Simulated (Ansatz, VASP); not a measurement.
**One calculation of SiC, two programs**

The input INCAR:

```
SYSTEM = SiC
  PREC = Accurate
  ENCUT = 600
  EDIFF = 1E-7
  ISMEAR = 0
  SIGMA = 0.01
  LREAL = .FALSE.
  LASPH = .TRUE.
  NELM = 100
  ALGO = Normal
  ISIF = 3
  LWAVE = .FALSE.
  LCHARG = .FALSE.
  GGA = PE
  IBRION = 2
  NSW = 80
  EDIFFG = -0.002
```

Contents of KPOINTS:

```
Automatic mesh
0
G
  12 12 6
  0 0 0
```

File POSCAR:

```
SiC
1.0
    3.0800000000      0.0000000000      0.0000000000
   -1.5400000000      2.6673582437      0.0000000000
    0.0000000000      0.0000000000      5.0400000000
Si C
2 2
Direct
    0.0000000000      0.0000000000      0.0000000000
    0.3333333333      0.6666666667      0.5000000000
    0.0000000000      0.0000000000      0.3750000000
    0.3333333333      0.6666666667      0.8750000000
```

Input for Ansatz:

```yaml
crystal:
  lattice:
    - [3.08, 0.0, 0.0]
    - [-1.54, 2.6673582437, 0.0]
    - [0.0, 0.0, 5.04]
  atoms:
    - { symbol: Si, position: [0.0, 0.0, 0.0] }
    - { symbol: C, position: [0.0, 0.0, 0.375] }
    - { symbol: Si, position: [0.3333333333, 0.6666666667, 0.5] }
    - { symbol: C, position: [0.3333333333, 0.6666666667, 0.875] }
scf:
  occupations: { method: fixed }
output:
  forces: true
  stress: true
  eigenvalues: true
  write_density: true
  write_potential: true
  elf: true
  volumetric_format: npy
hamiltonian:
  xc: pbe
kpoints:
  mp_grid: { grid: [12, 12, 6] }
basis:
  ecutwfc: 560
relax:
  f_tol: 0.002
  max_steps: 60
  cell: { stress_tol: 0.01 }
```

Alike in both runs: task relaxation of cell and atoms; functional PBE; k mesh 12 × 12 × 6; no spin polarisation.

|  | VASP | Ansatz |
| --- | --- | --- |
| version | VASP 6.6.1 | Ansatz 0.2.0 |
| potentials or method | VASP PAW PBE potentials, release 64 (Si, C), cutoff 600 eV | scalar-relativistic, plane waves, PAW |
| occupations | gaussian, width 0.01 eV | fixed |
| valence electrons in the cell | 16 | 16 |

Ansatz gave:

| Quantity | Value |
| --- | --- |
| gap on the k mesh at the Fermi level, each at its own relaxed structure (eV) | 2.31 |
| relaxed volume (Å³/atom) | 10.50 |
| relaxed cell length with the largest relative difference (Å) | 3.092 |

Question: Estimate VASP's values.

Answer: gap on the k mesh at the Fermi level, each at its own relaxed structure (eV): 2.30; relaxed volume (Å³/atom): 10.49; relaxed cell length with the largest relative difference (Å): 3.091.
